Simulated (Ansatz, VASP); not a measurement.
Mn3AgC: VASP beside Ansatz

Contents of INCAR:

```
SYSTEM = Mn3AgC
  PREC = Accurate
  ENCUT = 520
  EDIFF = 1E-6
  ISMEAR = 0
  SIGMA = 0.1
  LREAL = .False.
  LASPH = .True.
  NELM = 100
  ALGO = Normal
  ISIF = 2
  LWAVE = .False.
  LCHARG = .False.
  GGA = PE
  NBANDS = 35
```

KPOINTS

```
regular mesh
0
Gamma
  10 10 10
  0 0 0
```

The input POSCAR:

```
Mn3AgC
1.0
    3.9550984460      0.0000000000      0.0000000000
    0.0000000000      3.9550984460      0.0000000000
    0.0000000000      0.0000000000      3.9550984460
Ag C Mn
1 1 3
Direct
    0.0000000000      0.0000000000      0.0000000000
    0.5000000000      0.5000000000      0.5000000000
    0.5000000000      0.5000000000      0.0000000000
    0.5000000000      0.0000000000      0.5000000000
    0.0000000000      0.5000000000      0.5000000000
```

Input for Ansatz:

```yaml
crystal:
  lattice:
    - [3.955098446, 0.0, 0.0]
    - [0.0, 3.955098446, 0.0]
    - [0.0, 0.0, 3.955098446]
  atoms:
    - { symbol: Ag, position: [0.0, 0.0, 0.0] }
    - { symbol: C, position: [0.5, 0.5, 0.5] }
    - { symbol: Mn, position: [0.5, 0.5, 0.0] }
    - { symbol: Mn, position: [0.5, 0.0, 0.5] }
    - { symbol: Mn, position: [0.0, 0.5, 0.5] }
basis:
  ecutwfc: 420
kpoints:
  mp_grid: { grid: [10, 10, 10] }
hamiltonian:
  xc: pbe
scf:
  occupations: { method: gaussian, width: 0.1 }
  lower_state_search: "off"
output:
  forces: true
  stress: true
  eigenvalues: true
```

Alike in both runs: task single point; functional PBE; k mesh 10 × 10 × 10; occupations gaussian, width 0.1 eV; no spin polarisation.

|  | VASP | Ansatz |
| --- | --- | --- |
| version | VASP 6.6.1 | Ansatz 0.2.0 |
| potentials or method | VASP PAW PBE potentials, release 64 (Ag, C, Mn_pv), cutoff 520 eV | scalar-relativistic, plane waves, PAW |
| valence electrons in the cell | 54 | 68 |

```tsv
	VASP	Ansatz	Ansatz less VASP
gap on the k mesh at the Fermi level (eV)	none	none	-
pressure (GPa)	-17.7	-17.9	-0.25
```

A gap of «none» marks a metal or a gap that the smearing closes. The functional is the same, so the differences come from potentials, cutoffs and numerics. VASP's potentials hold 54 valence electrons a cell and Ansatz's 68, so a difference there can come from the potentials and not from the codes.
